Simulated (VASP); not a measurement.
Input of a VASP 6.6.1 run:

INCAR

```
PREC     = Accurate       # precision mode
ENCUT    = 520            # plane-wave cutoff, eV
EDIFF    = 1E-6           # SCF threshold, eV
ISMEAR   = -1             # smearing method
SIGMA    = 0.05           # smearing width, eV
LREAL    = False          # projectors in reciprocal space
LASPH    = True           # aspherical terms in the spheres
NELM     = 80             # most SCF steps
ALGO     = Normal         # electronic algorithm
ISIF     = 2              # what is computed and relaxed
LWAVE    = False          # write WAVECAR
LCHARG   = False          # write CHGCAR
GGA      = B5             # functional
ALDAX    = 1.0          
AGGAX    = 1.0          
AGGAC    = 1.0          
ALDAC    = 0.0          
NBANDS   = 10             # bands
```

File KPOINTS:

```
Automatic mesh
0
Gamma
  9 9 9
```

POSCAR

```
I
1.0
    0.0000000000      2.3656004428      3.9098401324
    2.1922454667      0.0000000000      3.9098401324
    2.1922454667      2.3656004428      0.0000000000
I
1
Direct
    0.0000000000      0.0000000000      0.0000000000
```

Potentials or basis: VASP PAW PBE potentials, release 64 (I).

Run with:

```bash
$ cat potpaw_PBE.64/I/POTCAR > POTCAR
$ mpirun -np 1 vasp_std > vasp.out
```

Question: Estimate the pressure.

Answer: 3.1 GPa.

Stress tensor (GPa, compression positive):
```
3.67 0.00 0.00
0.00 3.52 0.00
0.00 0.00 2.13
```

Caveat: the PAW data sets were made with another functional, which shifts forces and pressure a little; an odd number of electrons without spin polarisation forces a metal; a magnetic or distorted state may lie lower.
